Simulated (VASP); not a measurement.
Input of a VASP 6.6.1 run:

The input POSCAR:

```
SnSe
1.0
    0.0000000000      3.3908400000      3.3908400000
    3.3908400000      0.0000000000      3.3908400000
    3.3908400000      3.3908400000      0.0000000000
Sn Se
1 1
Direct
    0.0000000000      0.0000000000      0.0000000000
    0.7500000000      0.7500000000      0.7500000000
```

The input INCAR.step1:

```
PREC = Accurate ; ENCUT = 520
EDIFF = 1E-5 ; ISMEAR = -1
SIGMA = 0.05 ; LREAL = F
LASPH = T ; NELM = 100
ALGO = Normal ; ISIF = 2
LWAVE = T ; LCHARG = F
NBANDS = 17 ; GGA = PE
```

INCAR.step2

```
PREC = Accurate ; ENCUT = 520
EDIFF = 1E-7 ; ISMEAR = -1
SIGMA = 0.05 ; LREAL = F
LASPH = T ; NELM = 100
ALGO = Normal ; ISIF = 2
LWAVE = F ; LCHARG = F
GGA = B3 ; LHFCALC = T
AEXX = 0.2 ; AGGAX = 0.72
AGGAC = 0.81 ; ALDAC = 0.19
PRECFOCK = Normal ; NBANDS = 17
ISTART = 1
```

File KPOINTS:

```
Automatic mesh
0
Gamma
  4 4 4
```

Potentials or basis: VASP PAW PBE potentials, release 64 (Sn_d, Se).

The run is started by

```bash
$ cat potpaw_PBE.64/Sn_d/POTCAR potpaw_PBE.64/Se/POTCAR > POTCAR
$ cp INCAR.step1 INCAR
$ mpirun -np 1 vasp_std > vasp.out
$ cp INCAR.step2 INCAR
$ mpirun -np 1 vasp_std > vasp.out
```

Problem. Estimate the band gap on the k mesh.

Solution. 0.90 eV (least direct gap 1.58 eV).

Problem. Estimate the pressure.

Solution. 0.9 GPa.

Caveat: the PAW data sets were made with another functional, which shifts forces and pressure a little; spin-orbit coupling is left out, which moves the levels of the heavy elements. A k mesh can miss the band edges.
